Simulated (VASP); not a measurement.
# SiC (P6_3mc) in VASP: further runs, part 3 of 3

VASP 6.6.1. The steps go on from the part before.

## Step 5: Single point, PBE

This run uses another cell than the first one, of the same volume but with other edges.

Contents of INCAR:

```
ALGO = Normal
EDIFF = 1E-6
ENCUT = 520
GGA = PE
ISIF = 2
ISMEAR = 0
LASPH = T
LCHARG = F
LREAL = F
LWAVE = F
NBANDS = 16
NELM = 80
PREC = Accurate
SIGMA = 0.05
```

Contents of KPOINTS:

```
k-points
0
Gamma
  12 12 6
```

Contents of POSCAR:

```
SiC
1.0
    2.9952981639      0.0000000000      0.0000000000
   -1.4976490819      2.5940043018      0.0000000000
    0.0000000000      0.0000000000      5.4066149070
Si C
2 2
Direct
    0.3333333333      0.6666666667      0.0045636718
    0.6666666667      0.3333333333      0.5045636718
    0.3333333333      0.6666666667      0.3804363282
    0.6666666667      0.3333333333      0.8804363282
```

Potentials or basis: VASP PAW PBE potentials, release 64 (Si, C).

Command:

```sh
cat potpaw_PBE.64/Si/POTCAR potpaw_PBE.64/C/POTCAR > POTCAR
mpirun -np 1 vasp_std > vasp.out
```

OUTCAR:

```text
EDIFF = 1E-6
   ENCUT = 520
   GGA = PE
   ISIF = 2
   ISMEAR = 0
   LASPH = T
   LREAL = F
   NELM = 80
   PREC = Accurate

 ion  position               nearest neighbor table
   1  0.333  0.667  0.005-   4 1.85   4 1.85   4 1.85   3 2.03
   2  0.667  0.333  0.505-   3 1.85   3 1.85   3 1.85   4 2.03
   3  0.333  0.667  0.380-   2 1.85   2 1.85   2 1.85   1 2.03
   4  0.667  0.333  0.880-   1 1.85   1 1.85   1 1.85   2 2.03

  LATTYP: Found a hexagonal cell.
 ALAT       =     2.9952981639
 C/A-ratio  =     1.8050339603

  Lattice vectors:

 A1 = (   2.9952981639,   0.0000000000,   0.0000000000)
 A2 = (  -1.4976490819,   2.5940043018,   0.0000000000)
 A3 = (   0.0000000000,   0.0000000000,   5.4066149070)

Analysis of symmetry for initial positions (statically):
=====================================================================
 Subroutine PRICEL returns:
 Original cell was already a primitive cell.

 Routine SETGRP: Setting up the symmetry group for a
 hexagonal supercell.

 Subroutine GETGRP returns: Found 12 space group operations
 (whereof  6 operations were pure point group operations)
 out of a pool of 24 trial point group operations.

The static configuration has the point symmetry C_3v.
 The point group associated with its full space group is C_6v.

Analysis of symmetry for dynamics (positions and initial velocities):
=====================================================================
 Subroutine PRICEL returns:
 Original cell was already a primitive cell.

 Routine SETGRP: Setting up the symmetry group for a
 hexagonal supercell.

 Subroutine GETGRP returns: Found 12 space group operations
 (whereof  6 operations were pure point group operations)
 out of a pool of 24 trial point group operations.

[... 118 lines left out ...]
   EMIN   =  10.00;   EMAX   =-10.00  energy-range for DOS
   EFERMI =   0.00;   METHOD = LEGACY
   ISMEAR =     0;   SIGMA  =   0.05  broadening in eV -4-tet -1-fermi 0-gaus
   EFERMI_NEDOS =   21; number of points for ismear=-14 and -15
   IALGO  =     38    algorithm
   IMIX   =      4    mixing-type and parameters
     AMIX     =   0.40;   BMIX     =  1.00
     AMIX_MAG =   1.60;   BMIX_MAG =  1.00
  volume/ion in A,a.u.               =      10.50        70.87
  Fermi-wavevector in a.u.,A,eV,Ry     =   1.186687  2.242513 19.160071  1.408225
  Thomas-Fermi vector in A             =   2.322854
   LORBIT       =      0    0 simple, 1 ext, 2 COOP (PROOUT), +10 PAW based schemes
   GGA     = PE    functional components
   LHFCALC =     F    Hartree Fock is set to
   AEXX    =    0.0000 exact exchange contribution
   IVDW    =     0    specifies the selected vdW correction
   LEPSILON=     F    determine dielectric tensor
   LRPA    =     F    only Hartree local field effects (RPA)
 non-spin polarized calculation
 Gauss-broadening in eV      SIGMA  =   0.05
  energy-cutoff  :      520.00
  volume of cell :       42.01
 maximum number of plane-waves:      1150
 NGX is ok and might be reduce to    24

 number of electron      15.9999999 magnetization

 Free energy of the ion-electron system (eV)
  ---------------------------------------------------
  ext. energy  EPLUGINS =         0.00000000
  ---------------------------------------------------
  free energy    TOTEN  =       -29.70231083 eV

  energy without entropy =      -29.70231083  energy(sigma->0) =      -29.70231083

 E-fermi :   8.4797     XC(G=0): -11.2867

 val. band max:        8.2301795453   @ k =   0.0000   0.0000   0.0000
 cond. band min:      10.1654996825   @ k =   0.3333   0.3333   0.0000
 fundamental gap:      1.9353201373
 Fermi energy:         8.4797487263

 k-point     1 :       0.0000    0.0000    0.0000
  band No.  band energies     occupation
      1      -7.3934      2.00000
      2      -4.6282      2.00000
      3      -0.6202      2.00000
      4       7.3432      2.00000
      5       7.3432      2.00000
      6       7.5039      2.00000
[... 433 lines left out ...]
      3       1.0338      2.00000
      4       2.4120      2.00000
      5       3.1688      2.00000
      6       5.7343      2.00000
[... 8 lines left out ...]
     15      18.8469      0.00000
     16      20.2666      0.00000

 [... further k-points ...]
[... 5 lines left out ...]
  --------------------------------------------------------------------------------------
  -------------------------------------------------------------------------------------
  Total        4.9168219      4.9168219     -7.6322351      0.0000000      0.0000000      0.0000000
  in kB      187.5248704    187.5248704   -291.0892271      0.0000000      0.0000000      0.0000000
  external PRESSURE =      27.9868379 kB  Pullay stress =       0.0000000 kB

 VOLUME and BASIS-vectors are now :
 -----------------------------------------------------------------------------
  energy-cutoff  :      520.00
  volume of cell :       42.01
      direct lattice vectors                 reciprocal lattice vectors
     2.995298164  0.000000000  0.000000000     0.333856580  0.192752186  0.000000000
    -1.497649082  2.594004302  0.000000000     0.000000000  0.385504372  0.000000000
     0.000000000  0.000000000  5.406614907     0.000000000  0.000000000  0.184958614

 POSITION                                       TOTAL-FORCE (eV/Angst)
 -----------------------------------------------------------------------------------
     -0.00000      1.72934      0.02467         0.000000      0.000000      0.459238
      1.49765      0.86467      2.72798        -0.000000     -0.000000      0.459238
     -0.00000      1.72934      2.05687        -0.000000     -0.000000     -0.459238
      1.49765      0.86467      4.76018        -0.000000      0.000000     -0.459238
 -----------------------------------------------------------------------------------
    total drift:                                0.000000      0.000000      0.000511

  FREE ENERGIE OF THE ION-ELECTRON SYSTEM (eV)
  ---------------------------------------------------
  free  energy   TOTEN  =       -29.7023108335 eV

  energy  without entropy=      -29.7023108335  energy(sigma->0) =      -29.70231083
```

stdout:

```text
POSCAR found type information on POSCAR SiC
 POSCAR found :  2 types and       4 ions
 scaLAPACK will be used
 LDA part: xc-table for (Slater+PW92), standard interpolation
 POSCAR, INCAR and KPOINTS ok, starting setup
 FFT: planning ... GRIDC
 FFT: planning ... GRID_SOFT
 FFT: planning ... GRID
 WAVECAR not read
 entering main loop
```

Wall time 19 s (1 thread of Intel Xeon Platinum 8559C (Emerald Rapids), shared host); peak memory 0.17 GiB.

Results:

```yaml
Free_energy: -29.7023 eV
Pressure: 2.8 GPa
Largest_force: 0.459 eV/Å
Band_gap_on_the_k_mesh: 1.94 eV, indirect (least direct gap 3.80 eV)
```

Forces on the atoms (eV/Å):
```
Si   0.000  0.000  0.459
Si   0.000  0.000  0.459
C    0.000  0.000 -0.459
C    0.000  0.000 -0.459
```

Stress tensor (GPa, compression positive):
```
 18.75   0.00   0.00
  0.00  18.75   0.00
  0.00   0.00 -29.11
```

## Step 6: Single point, PBE

This run uses another cell than the first one, of the same volume but with other edges.

Contents of INCAR:

```
ALGO     = Normal         # electronic algorithm
EDIFF    = 1E-6           # SCF threshold, eV
ENCUT    = 520            # plane-wave cutoff, eV
GGA      = PE             # functional
ISIF     = 2              # what is computed and relaxed
ISMEAR   = 0              # smearing method
LASPH    = T              # aspherical terms in the spheres
LCHARG   = T              # write CHGCAR
LELF     = T              # ELF
LREAL    = F              # projectors in reciprocal space
LVHAR    = T            
LWAVE    = F              # write WAVECAR
NBANDS   = 16             # bands
NELM     = 100            # most SCF steps
PREC     = Accurate       # precision mode
SIGMA    = 0.05           # smearing width, eV
```

KPOINTS is that of step 5.

Contents of POSCAR:

```
SiC
1.0
    3.1343479811      0.0000000000      0.0000000000
   -1.5671739905      2.7144249759      0.0000000000
    0.0000000000      0.0000000000      4.9375457884
Si C
2 2
Direct
    0.3333333333      0.6666666667      0.0045636718
    0.6666666667      0.3333333333      0.5045636718
    0.3333333333      0.6666666667      0.3804363282
    0.6666666667      0.3333333333      0.8804363282
```

Potentials or basis: VASP PAW PBE potentials, release 64 (Si, C).

Command:

```sh
cat potpaw_PBE.64/Si/POTCAR potpaw_PBE.64/C/POTCAR > POTCAR
mpirun -np 1 vasp_std > vasp.out
```

Run time: 19 s. Hardware: 1 thread of Intel Xeon Platinum 8559C (Emerald Rapids), shared host; peak memory 0.18 GiB.

It converged, with:

```
Free energy            : -30.0296 eV
Pressure               : 0.3 GPa
Largest force          : 0.448 eV/Å
Band gap on the k mesh : 2.40 eV, indirect (least direct gap 3.56 eV)
```

Forces in eV/Å, atoms in the order of the input:
```
Si   0.000  0.000 -0.448
Si   0.000  0.000 -0.448
C    0.000  0.000  0.448
C    0.000  0.000  0.448
```

Stress tensor (GPa, compression positive):
```
-7.26  0.00  0.00
 0.00 -7.26  0.00
 0.00  0.00 15.50
```

Levels at points of the mesh, in eV from the valence-band top:
| k point | band 4 | band 5 | band 6 | band 7 | band 8 | band 9 | band 10 | band 11 | band 12 | band 13 |
| --- | --- | --- | --- | --- | --- | --- | --- | --- | --- | --- |
| (0.00, 0.00, 0.00) | -1.58 | -1.58 | -0.06 | -0.06 | 0.00 | 4.02 | 6.23 | 6.23 | 6.29 | 8.08 |
| (0.50, 0.00, 0.00) | -6.02 | -5.45 | -3.52 | -3.30 | -1.13 | 2.43 | 4.43 | 6.69 | 6.87 | 10.39 |
| (0.00, 0.00, 0.50) | -4.13 | -0.89 | -0.89 | -0.89 | -0.89 | 5.28 | 5.28 | 6.96 | 6.96 | 6.96 |
| (0.50, 0.00, 0.50) | -8.22 | -2.55 | -2.55 | -2.16 | -2.16 | 3.30 | 3.30 | 5.39 | 5.39 | 10.32 |

 A k mesh can miss the band edges.

## Step 7: Summary

```csv
cell,gap on the mesh (eV),pressure (GPa),largest force (eV/Å)
"a = 3.264, b = 3.264, c = 4.553 Å, angles 90.0, 90.0, 120.0°, 4 atoms",1.45,7.5,3.07
"a = 2.910, b = 2.910, c = 5.730 Å, angles 90.0, 90.0, 120.0°, 4 atoms",1.53,9.3,0.34
"a = 3.179, b = 3.179, c = 4.799 Å, angles 90.0, 90.0, 120.0°, 4 atoms",2.03,1.8,1.12
"a = 2.995, b = 2.995, c = 5.407 Å, angles 90.0, 90.0, 120.0°, 4 atoms",1.94,2.8,0.46
"a = 3.134, b = 3.134, c = 4.938 Å, angles 90.0, 90.0, 120.0°, 4 atoms",2.40,0.3,0.45
```

Alike in all rows: task single point; level PBE; potentials or basis VASP PAW PBE potentials, release 64 (Si, C); no spin polarisation; k mesh 12 × 12 × 6; cutoff (eV) 520; smearing gaussian 0.05 eV.

Caveats: forces of over 1 eV/Å act on the atoms, so gaps and moduli don't describe the material at rest (some runs).

Absolute energies hang on the potentials; compare differences alone.
